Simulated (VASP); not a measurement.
# NaF (F-43m) in VASP: settings compared, part 2 of 2

VASP 6.6.1. The steps go on from the part before.

### 4 Single point, PBEsol

Contents of INCAR:

```
  PREC = Accurate
  ENCUT = 600
  EDIFF = 1E-6
  ISMEAR = 0
  SIGMA = 0.01
  LREAL = F
  LASPH = T
  NELM = 120
  ALGO = Normal
  ISIF = 2
  LWAVE = F
  LCHARG = F
  GGA = PS
  NBANDS = 14
  GGA_COMPAT = F
```

Contents of KPOINTS:

```
Automatic mesh
0
Gamma
  6 6 6
```

Contents of POSCAR:

```
NaF
1.0
    0.0000000000      2.5312613679      2.5312613679
    2.5312613679      0.0000000000      2.5312613679
    2.5312613679      2.5312613679      0.0000000000
Na F
1 1
Direct
    0.0000000000      0.0000000000      0.0000000000
    0.2500000000      0.2500000000      0.2500000000
```

Potentials or basis: VASP PAW PBE potentials, release 64 (Na_pv, F).

Command:

```console
$ cat potpaw_PBE.64/Na_pv/POTCAR potpaw_PBE.64/F/POTCAR > POTCAR
$ mpirun -np 1 vasp_std > vasp.out
```

OUTCAR:

```text
PREC = Accurate
   ENCUT = 600
   EDIFF = 1E-6
   ISMEAR = 0
   LREAL = F
   LASPH = T
   NELM = 120
   ISIF = 2
   GGA = PS

 ion  position               nearest neighbor table
   1  0.000  0.000  0.000-   2 2.19   2 2.19   2 2.19   2 2.19
   2  0.250  0.250  0.250-   1 2.19   1 2.19   1 2.19   1 2.19

  LATTYP: Found a face centered cubic cell.
 ALAT       =     5.0625227358

  Lattice vectors:

 A1 = (   0.0000000000,   2.5312613679,   2.5312613679)
 A2 = (   2.5312613679,   0.0000000000,   2.5312613679)
 A3 = (   2.5312613679,   2.5312613679,   0.0000000000)

Analysis of symmetry for initial positions (statically):
=====================================================================
 Subroutine PRICEL returns:
 Original cell was already a primitive cell.

 Routine SETGRP: Setting up the symmetry group for a
 face centered cubic supercell.

 Subroutine GETGRP returns: Found 24 space group operations
 (whereof 24 operations were pure point group operations)
 out of a pool of 48 trial point group operations.

The static configuration has the point symmetry T_d .

Analysis of symmetry for dynamics (positions and initial velocities):
[... 167 lines left out ...]
      8       2.1076      0.00000
      9      15.8016      0.00000
     10      15.8016      0.00000
     11      15.8016      0.00000
     12      17.4540      0.00000
     13      17.4540      0.00000
     14      17.4540      0.00000
[... 241 lines left out ...]
      1     -22.8402      2.00000
      2     -22.2058      2.00000
      3     -22.1939      2.00000
      4     -21.2791      2.00000
      5      -4.0902      2.00000
      6      -3.7757      2.00000
      7      -3.6449      2.00000
      8       6.8990      0.00000
      9       8.5561      0.00000
     10      11.3896      0.00000
     11      11.8892      0.00000
     12      16.3638      0.00000
     13      18.5251      0.00000
     14      20.4923      0.00000

------------------------ aborting loop because EDIFF is reached ----------------------------------------

  FORCE on cell =-STRESS in cart. coord.  units (eV):
  Direction    XX          YY          ZZ          XY          YZ          ZX
  --------------------------------------------------------------------------------------
  -------------------------------------------------------------------------------------
  Total        0.1263551      0.1263551      0.1263551      0.0000000     -0.0000000      0.0000000
  in kB        6.2411182      6.2411182      6.2411182      0.0000000     -0.0000000      0.0000000
  external PRESSURE =       6.2411182 kB  Pullay stress =       0.0000000 kB

 VOLUME and BASIS-vectors are now :
 -----------------------------------------------------------------------------
  energy-cutoff  :      600.00
  volume of cell :       32.44
      direct lattice vectors                 reciprocal lattice vectors
     0.000000000  2.531261368  2.531261368    -0.197529977  0.197529977  0.197529977
     2.531261368  0.000000000  2.531261368     0.197529977 -0.197529977  0.197529977
     2.531261368  2.531261368  0.000000000     0.197529977  0.197529977 -0.197529977

 POSITION                                       TOTAL-FORCE (eV/Angst)
 -----------------------------------------------------------------------------------
      0.00000      0.00000      0.00000         0.000000     -0.000000      0.000000
      1.26563      1.26563      1.26563        -0.000000      0.000000     -0.000000
 -----------------------------------------------------------------------------------
    total drift:                               -0.000000     -0.000000     -0.000000

  FREE ENERGIE OF THE ION-ELECTRON SYSTEM (eV)
  ---------------------------------------------------
  free  energy   TOTEN  =        -8.5563184687 eV

  energy  without entropy=       -8.5563184687  energy(sigma->0) =       -8.55631847
```

OSZICAR:

```text
N       E                     dE             d eps       ncg     rms          rms(c)
DAV:   1     0.114267003313E+03    0.11427E+03   -0.82757E+03   456   0.121E+03
DAV:   2    -0.304229031674E+01   -0.11731E+03   -0.10810E+03   466   0.336E+02
DAV:   3    -0.953607797629E+01   -0.64938E+01   -0.64789E+01   568   0.743E+01
DAV:   4    -0.959934881266E+01   -0.63271E-01   -0.63267E-01   508   0.797E+00
DAV:   5    -0.960012176170E+01   -0.77295E-03   -0.77294E-03   568   0.879E-01    0.557E+00
DAV:   6    -0.856596342605E+01    0.10342E+01   -0.36611E+00   576   0.163E+01    0.207E+00
DAV:   7    -0.854488447180E+01    0.21079E-01   -0.41748E-02   460   0.215E+00    0.117E+00
DAV:   8    -0.855392310638E+01   -0.90386E-02   -0.42139E-02   490   0.347E+00    0.222E-01
DAV:   9    -0.855744675188E+01   -0.35236E-02   -0.15240E-02   514   0.122E+00    0.265E-01
DAV:  10    -0.855630140142E+01    0.11454E-02   -0.51417E-03   550   0.898E-01    0.327E-02
DAV:  11    -0.855631141723E+01   -0.10016E-04   -0.14603E-04   466   0.119E-01    0.585E-03
DAV:  12    -0.855631832438E+01   -0.69072E-05   -0.94464E-06   490   0.285E-02    0.639E-03
DAV:  13    -0.855631846866E+01   -0.14428E-06   -0.19990E-06   514   0.120E-02
   1 F= -.85563185E+01 E0= -.85563185E+01  d E =-.218641E-35
```

stdout:

```text
POSCAR found type information on POSCAR NaF
 POSCAR found :  2 types and       2 ions
 scaLAPACK will be used
 -----------------------------------------------------------------------------
|                                                                             |
|                                                                             |
|     You enforced a specific xc type in the INCAR file but a different       |
|     I HOPE YOU KNOW WHAT YOU ARE DOING!                                     |
|                                                                             |
 -----------------------------------------------------------------------------

 LDA part: xc-table for (Slater+PW92), standard interpolation
 POSCAR, INCAR and KPOINTS ok, starting setup
 FFT: planning ... GRIDC
 FFT: planning ... GRID_SOFT
 FFT: planning ... GRID
 WAVECAR not read
 entering main loop
```

Wall time 16 s (1 thread of Intel Xeon 8259CL, shared host); peak memory 0.16 GiB.

Results:

```yaml
Free_energy: -8.5563 eV
Pressure: 0.6 GPa
Band_gap_on_the_k_mesh: 5.56 eV, direct
```

Caveat: the PAW data sets were made with another functional, which shifts forces and pressure a little.

### 5 Overview

```tsv
level	potentials or basis	k mesh	cutoff (eV)	grid for exact exchange (PRECFOCK)	screening parameter	gap on the mesh (eV)	pressure (GPa)
LDA	VASP PAW LDA potentials, release 64 (Na_pv, F)	8 × 8 × 8	520	-	-	5.32	-2.2
HSE06	VASP PAW PBE potentials, release 64 (Na_pv, F)	6 × 6 × 6	520	Normal	0.2079 1/Å	7.64	0.9
PBEsol	VASP PAW PBE potentials, release 64 (Na_pv, F)	6 × 6 × 6	600	-	-	5.56	0.6
```

Alike in all rows: task single point; no spin polarisation; cell as given; smearing gaussian 0.01 eV.

Caveats: the PAW data sets were made with another functional, which shifts forces and pressure a little (some runs).

Absolute energies hang on the potentials; compare differences alone.
